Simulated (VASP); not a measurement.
Runs of VASP 6.6.1 on Pd. The structure is that of space group Fd-3m (No. 227), or close to it. The cells are those of the table. 

| task | spin | cell | k mesh | cutoff (eV) | smearing | gap on the mesh (eV) | pressure (GPa) |
| --- | --- | --- | --- | --- | --- | --- | --- |
| single point | off | a = 4.109 Å, angles 60.0°, 2 atoms | 11 × 11 × 11 | 520 | fermi-dirac 0.1 eV | none | -0.2 |
| single point | off | a = 4.163 Å, angles 60.0°, 2 atoms | 11 × 11 × 11 | 520 | fermi-dirac 0.1 eV | none | -2.5 |
| single point | off | a = 4.267 Å, angles 60.0°, 2 atoms | 11 × 11 × 11 | 520 | fermi-dirac 0.1 eV | none | -5.6 |
| relaxation of cell and atoms | collinear, antiferromagnetic start | relaxed from a = 3.830 Å, angles 60.0°, 2 atoms | 10 × 10 × 10 | 600 | fermi-dirac 0.05 eV | none | 0.0 |
| single point | off | a = 4.109 Å, angles 60.0°, 2 atoms | 10 × 10 × 10 | 520 | fermi-dirac 0.1 eV | none | (a) |

Alike in all rows: level PBE; potentials or basis VASP PAW PBE potentials, release 64 (Pd).

Task: Fill in the values left out.

Result: (a) -0.3.

A k mesh can miss the band edges, and the runs leave out spin-orbit coupling on Pd.

A gap of «none» marks levels without a gap at the run's occupations.
